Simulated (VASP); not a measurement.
A run of VASP 6.6.1:

The input INCAR:

```
SYSTEM = C
PREC = Accurate
ENCUT = 520
EDIFF = 1E-6
ISMEAR = -1
SIGMA = 0.08
LREAL = .False.
LASPH = .True.
NELM = 60
ALGO = Normal
ISIF = 2
LWAVE = .False.
LCHARG = .False.
NBANDS = 11
```

Contents of KPOINTS:

```
regular mesh
0
Gamma
  20 20 20
  0 0 0
```

File POSCAR:

```
C
1.0
    0.0000000000      1.7531670408      1.7531670408
    1.7531670408      0.0000000000      1.7531670408
    1.7531670408      1.7531670408      0.0000000000
C
2
Direct
    0.5000000000      0.5000000000      0.5000000000
    0.7500000000      0.7500000000      0.7500000000
```

Potentials or basis: VASP PAW LDA potentials, release 64 (C).

The run is started by

```bash
$ cat potpaw_LDA.64/C/POTCAR > POTCAR
$ mpirun -np 1 vasp_std > vasp.out
```

Hardware: 1 thread of Intel Xeon 8259CL, on a shared host.

Task: Estimate the wall time of this run.

Result: It took 24 s on 1 thread of Intel Xeon 8259CL, on a shared host, peak memory 0.13 GiB. Counts: scf iterations 11, k points 256.
